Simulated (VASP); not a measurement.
# FeO (Fm-3m) in VASP: settings compared

The runs below take FeO through single point, relaxation of cell and atoms, with RPBE+D4, PBEsol+D4, RPBE+D3(BJ).

Program: VASP 6.6.1. These are calculated values, not measurements. Logs are shortened: lines on timing, memory, paths and dates and some standing lists are left out, and cuts for length are marked.

**Experimental background.**

“W\"ustite: Electric, thermodynamic and optical properties of FeO”, 2012, arxiv:1203.1201 quotes, for a bulk crystal of FeO: band gap 2.4 eV (optical).

The runs below are set against these values where they give the same quantity.

### Step 1. The cell of the first run

Symmetry: Fm-3m, No. 225, cubic system. Conventional cell: a = 4.287 Å, b = 4.287 Å, c = 4.287 Å, α = 90.00°, β = 90.00°, γ = 90.00°. Fe (site symmetry m-3m) has 6 O at 2.14 Å within 2.8 Å. Within 2.8 Å of O (site symmetry m-3m) lie 6 Fe at 2.14 Å.

### Step 2. Single point, RPBE+D4, collinear spin, ferromagnetic start

INCAR

```
ALGO     = Normal         # electronic algorithm
EDIFF    = 1E-7           # SCF threshold, eV
ENCUT    = 520            # plane-wave cutoff, eV
GGA      = RP             # functional
ISIF     = 2              # what is computed and relaxed
ISMEAR   = -1             # smearing method
ISPIN    = 2              # spin polarisation
IVDW     = 13             # dispersion correction
LASPH    = True           # aspherical terms in the spheres
LCHARG   = False          # write CHGCAR
LMAXMIX  = 4              # l up to which the mixer works
LORBIT   = 11             # projections on sites
LREAL    = False          # projectors in reciprocal space
LWAVE    = False          # write WAVECAR
MAGMOM   = 3 0            # initial moments
NBANDS   = 18             # bands
NELM     = 150            # most SCF steps
PREC     = Accurate       # precision mode
SIGMA    = 0.05           # smearing width, eV
```

KPOINTS

```
k-points
0
Gamma
  11 11 11
```

POSCAR

```
FeO
1.0
    0.0000000000      2.1435266195      2.1435266195
    2.1435266195      0.0000000000      2.1435266195
    2.1435266195      2.1435266195      0.0000000000
Fe O
1 1
Direct
    0.0000000000      0.0000000000      0.0000000000
    0.5000000000      0.5000000000      0.5000000000
```

Potentials or basis: VASP PAW PBE potentials, release 64 (Fe, O).

Run with:

```
> cat potpaw_PBE.64/Fe/POTCAR potpaw_PBE.64/O/POTCAR > POTCAR
> mpirun -np 1 vasp_std > vasp.out
```

OUTCAR:

```text
EDIFF = 1E-7
   ENCUT = 520
   GGA = RP
   ISIF = 2
   ISMEAR = -1
   ISPIN = 2
   IVDW = 13
   LASPH = True
   LORBIT = 11
   LREAL = False
   NELM = 150
   PREC = Accurate

 ion  position               nearest neighbor table
   1  0.000  0.000  0.000-   2 2.14   2 2.14   2 2.14   2 2.14   2 2.14   2 2.14
   2  0.500  0.500  0.500-   1 2.14   1 2.14   1 2.14   1 2.14   1 2.14   1 2.14

  LATTYP: Found a face centered cubic cell.
 ALAT       =     4.2870532390

  Lattice vectors:

 A1 = (   0.0000000000,   2.1435266195,   2.1435266195)
 A2 = (   2.1435266195,   0.0000000000,   2.1435266195)
 A3 = (   2.1435266195,   2.1435266195,   0.0000000000)

Analysis of symmetry for initial positions (statically):
=====================================================================
 Subroutine PRICEL returns:
 Original cell was already a primitive cell.

 Routine SETGRP: Setting up the symmetry group for a
 face centered cubic supercell.

 Subroutine GETGRP returns: Found 48 space group operations
 (whereof 48 operations were pure point group operations)
 out of a pool of 48 trial point group operations.

The static configuration has the point symmetry O_h .

Analysis of symmetry for dynamics (positions and initial velocities):
=====================================================================
 Subroutine PRICEL returns:
 Original cell was already a primitive cell.

 Routine SETGRP: Setting up the symmetry group for a
 face centered cubic supercell.

 Subroutine GETGRP returns: Found 48 space group operations
 (whereof 48 operations were pure point group operations)
 out of a pool of 48 trial point group operations.

The dynamic configuration has the point symmetry O_h .

Analysis of structural, dynamic, and magnetic symmetry:
=====================================================================
 Subroutine PRICEL returns:
 Original cell was already a primitive cell.

 Routine SETGRP: Setting up the symmetry group for a
 face centered cubic supercell.

 Subroutine GETGRP returns: Found 48 space group operations
 (whereof 48 operations were pure point group operations)
 out of a pool of 48 trial point group operations.

The overall configuration has the point symmetry O_h .

 Subroutine INISYM returns: Found 48 space group operations
 (whereof 48 operations are pure point group operations),
 and found     1 'primitive' translations

----------------------------------------------------------------------------------------

                                     Primitive cell

  volume of cell :      19.6978

  direct lattice vectors                    reciprocal lattice vectors
     0.000000000  2.143526619  2.143526619    -0.233260458  0.233260458  0.233260458
     2.143526619  0.000000000  2.143526619     0.233260458 -0.233260458  0.233260458
     2.143526619  2.143526619  0.000000000     0.233260458  0.233260458 -0.233260458

  length of vectors
     3.031404417  3.031404417  3.031404417     0.404018964  0.404018964  0.404018964

  position of ions in fractional coordinates (direct lattice)
     0.000000000  0.000000000  0.000000000
     0.500000000  0.500000000  0.500000000

  ion indices of the primitive-cell ions
   primitive index   ion index
                 1           1
                 2           2

----------------------------------------------------------------------------------------

 KPOINTS: k-points

Automatic generation of k-mesh.
 Grid dimensions read from file:
 generate k-points for:   11   11   11

 Generating k-lattice:

  Cartesian coordinates                     Fractional coordinates (reciprocal lattice)
    -0.021205496  0.021205496  0.021205496     0.090909091  0.000000000  0.000000000
     0.021205496 -0.021205496  0.021205496     0.000000000  0.090909091  0.000000000
     0.021205496  0.021205496 -0.021205496     0.000000000  0.000000000  0.090909091

  Length of vectors
     0.036728997  0.036728997  0.036728997

  Shift w.r.t. Gamma in fractional coordinates (k-lattice)
     0.000000000  0.000000000  0.000000000

 Subroutine IBZKPT returns following result:
 ===========================================

 Found     56 irreducible k-points:

 Following reciprocal coordinates:
            Coordinates               Weight
  0.000000  0.000000  0.000000      1.000000
  0.090909  0.000000  0.000000      8.000000
  0.181818  0.000000  0.000000      8.000000
  0.272727  0.000000  0.000000      8.000000
  0.363636  0.000000  0.000000      8.000000
  0.454545  0.000000  0.000000      8.000000
[... 16 lines left out ...]
 -0.272727  0.181818  0.000000     24.000000
 -0.181818  0.181818  0.000000     12.000000
 [... further k-points ...]
   k-points           NKPTS =     56   k-points in BZ     NKDIM =     56   number of bands    NBANDS=     18
   number of dos      NEDOS =    301   number of ions     NIONS =      2
   total plane-waves  NPLWV =  13824
   dimension x,y,z NGX =    24 NGY =   24 NGZ =   24
   dimension x,y,z NGXF=    48 NGYF=   48 NGZF=   48
   ions per type =               1   1
   NGX,Y,Z   is equivalent  to a cutoff of  13.16, 13.16, 13.16 a.u.
   NGXF,Y,Z  is equivalent  to a cutoff of  26.32, 26.32, 26.32 a.u.
 SYSTEM =  unknown system
   PREC   = accura    normal or accurate (medium, high low for compatibility)
   ISTART =      0    job   : 0-new  1-cont  2-samecut
   ICHARG =      2    charge: 1-file 2-atom 10-const
   ISPIN  =      2    spin polarized calculation?
   LNONCOLLINEAR =      F non collinear calculations
   LSORBIT =      F    spin-orbit coupling
   LASPH  =      T    aspherical Exc in radial PAW
   ENCUT  =  520.0 eV  38.22 Ry    6.18 a.u.   5.64  5.64  5.64*2*pi/ulx,y,z
   NELM   =    150;   NELMIN=  2; NELMDL= -5     # of ELM steps
   EDIFF  = 0.1E-06   stopping-criterion for ELM
   LREAL  =      F    real-space projection
   EDIFFG = 0.1E-05   stopping-criterion for IOM
   NSW    =      0    number of steps for IOM
   IBRION =     -1    ionic relax: 0-MD 1-quasi-New 2-CG
   NFREE  =      0    steps in history (QN), initial steepest desc. (CG)
   ISIF   =      2    stress and relaxation
   ISYM   =      2    0-nonsym 1-usesym 2-fastsym
   POTIM  = 0.5000    time-step for ionic-motion
   TEBEG  =    0.0;   TEEND  =   0.0 temperature during run
   PSTRESS=    0.0 pullay stress
   NELECT =      14.0000    total number of electrons
   NUPDOWN=      -1.0000    fix difference up-down
   EMIN   =  10.00;   EMAX   =-10.00  energy-range for DOS
   EFERMI =   0.00;   METHOD = LEGACY
   ISMEAR =    -1;   SIGMA  =   0.05  broadening in eV -4-tet -1-fermi 0-gaus
   EFERMI_NEDOS =   21; number of points for ismear=-14 and -15
   IALGO  =     38    algorithm
   IMIX   =      4    mixing-type and parameters
     AMIX     =   0.40;   BMIX     =  1.00
     AMIX_MAG =   1.60;   BMIX_MAG =  1.00
  volume/ion in A,a.u.               =       9.85        66.46
  Fermi-wavevector in a.u.,A,eV,Ry     =   1.460983  2.760858 29.041263  2.134473
  Thomas-Fermi vector in A             =   2.577369
   LORBIT       =     11    0 simple, 1 ext, 2 COOP (PROOUT), +10 PAW based schemes
   GGA     = RP    functional components
   LHFCALC =     F    Hartree Fock is set to
   AEXX    =    0.0000 exact exchange contribution
   IVDW    =    13    specifies the selected vdW correction
   LEPSILON=     F    determine dielectric tensor
   LRPA    =     F    only Hartree local field effects (RPA)
 spin polarized calculation
  energy-cutoff  :      520.00
  volume of cell :       19.70
 maximum number of plane-waves:       538
   NGX = 11   NGY = 11   NGZ = 11

 number of electron      13.9999997 magnetization       4.0000466

 Free energy of the ion-electron system (eV)
  ---------------------------------------------------
  ext. energy  EPLUGINS =         0.00000000
  ---------------------------------------------------
  free energy    TOTEN  =       -14.11027465 eV

  energy without entropy =      -14.09871759  energy(sigma->0) =      -14.10449612

 E-fermi :   6.5717     XC(G=0): -12.0983

 val. band max:        6.5670977711   @ k =  -0.2727   0.3636   0.0909
 cond. band min:       6.5731340199   @ k =  -0.3636   0.2727   0.0909
 fundamental gap:      0.0060362489
 Fermi energy:         6.5717135506

 spin component 1

 k-point     1 :       0.0000    0.0000    0.0000
  band No.  band energies     occupation
      1     -14.4009      1.00000
      2       2.6098      1.00000
      3       2.6098      1.00000
      4       2.6098      1.00000
      5       2.6819      1.00000
      6       2.6819      1.00000
[... 10 lines left out ...]
     17      27.5967      0.00000
     18      30.5604      0.00000
[... 463 lines left out ...]
 k-point    24 :      -0.1818    0.1818    0.0000
  band No.  band energies     occupation
      1     -13.6882      1.00000
      2      -0.8169      1.00000
      3       0.2539      1.00000
      4       0.7642      1.00000
      5       2.9676      1.00000
      6       3.2548      1.00000
[... 10 lines left out ...]
     17      33.3913      0.00000
     18      35.1319      0.00000

 [... further k-points ...]

 spin component 2

 k-point     1 :       0.0000    0.0000    0.0000
  band No.  band energies     occupation
      1     -13.8686      1.00000
      2       3.2489      1.00000
      3       3.2489      1.00000
      4       3.2489      1.00000
      5       5.8213      1.00000
      6       5.8216      1.00000
[... 10 lines left out ...]
     17      29.2618      0.00000
     18      31.6174      0.00000
[... 463 lines left out ...]
 k-point    24 :      -0.1818    0.1818    0.0000
  band No.  band energies     occupation
      1     -13.1412      1.00000
      2       0.0695      1.00000
      3       1.7844      1.00000
      4       1.8080      1.00000
      5       6.3111      0.99458
      6       6.5248      0.71889
[... 10 lines left out ...]
     17      34.1738      0.00000
     18      35.8765      0.00000

 [... further k-points ...]

------------------------ aborting loop because EDIFF is reached ----------------------------------------

  DFT-D4 for vdW energy calculation

  Edisp (eV):   -1.44210

  FORCE on cell =-STRESS in cart. coord.  units (eV):
  Direction    XX          YY          ZZ          XY          YZ          ZX
  --------------------------------------------------------------------------------------
  -------------------------------------------------------------------------------------
  Total       0.02125     0.02125     0.02125     0.00000     0.00000    -0.00000
  in kB       1.72823     1.72823     1.72823     0.00000     0.00000    -0.00000
  external pressure =        1.73 kB  Pullay stress =        0.00 kB

 VOLUME and BASIS-vectors are now :
 -----------------------------------------------------------------------------
  energy-cutoff  :      520.00
  volume of cell :       19.70
      direct lattice vectors                 reciprocal lattice vectors
     0.000000000  2.143526619  2.143526619    -0.233260458  0.233260458  0.233260458
     2.143526619  0.000000000  2.143526619     0.233260458 -0.233260458  0.233260458
     2.143526619  2.143526619  0.000000000     0.233260458  0.233260458 -0.233260458

 POSITION                                       TOTAL-FORCE (eV/Angst)
 -----------------------------------------------------------------------------------
      0.00000      0.00000      0.00000         0.000000      0.000000      0.000000
      2.14353      2.14353      2.14353        -0.000000     -0.000000     -0.000000
 -----------------------------------------------------------------------------------
    total drift:                                0.000000     -0.000000     -0.000000

  FREE ENERGIE OF THE ION-ELECTRON SYSTEM (eV)
  ---------------------------------------------------
  free  energy   TOTEN  =       -15.5523766192 eV

  energy  without entropy=      -15.5408195525  energy(sigma->0) =      -15.54659809

 total charge

# of ion       s       p       d       tot
------------------------------------------
    1        0.289   0.367   6.091   6.747
    2        1.562   3.456   0.000   5.018
--------------------------------------------------
tot          1.851   3.824   6.091  11.765

 magnetization (x)

# of ion       s       p       d       tot
------------------------------------------
    1        0.026   0.020   3.578   3.624
    2        0.030   0.272   0.000   0.302
--------------------------------------------------
tot          0.056   0.292   3.578   3.927
```

Wall time 76 s (1 thread of Intel Xeon 8259CL, shared host); peak memory 0.17 GiB.

What came out:

* Free energy: -15.5524 eV
* Pressure: 0.2 GPa
* Band gap on the k mesh: zero (filled and empty bands overlap)
* Net moment: 4.00 μB per cell
* Site moments: Fe +3.62; O +0.30 μB
* Valence electrons inside the program's atomic spheres: Fe 6.75; O 5.02
* Dispersion energy per atom: -0.721 eV

Levels at points of the mesh, in eV from the Fermi level:
Spin up:
```
           k point  band 6  band 7  band 8  band 9  band 10  band 11  band 12  band 13
(0.00, 0.00, 0.00)   -3.89   -3.89   -3.76   -3.76     0.19    15.56    17.18    17.18
```
Spin down:
```tsv
k point	band 3	band 4	band 5	band 6	band 7	band 8
(0.00, 0.00, 0.00)	-3.32	-3.32	-0.75	-0.75	-0.75	0.23
```

Caveat: the PAW data sets were made with another functional, which shifts forces and pressure a little; a cell with one magnetic atom can't hold antiferromagnetic order, which such compounds often take; semilocal functionals often make such compounds metallic where correlation or magnetic order opens a gap, which also shifts bond lengths.

[end of part 1 of 2]
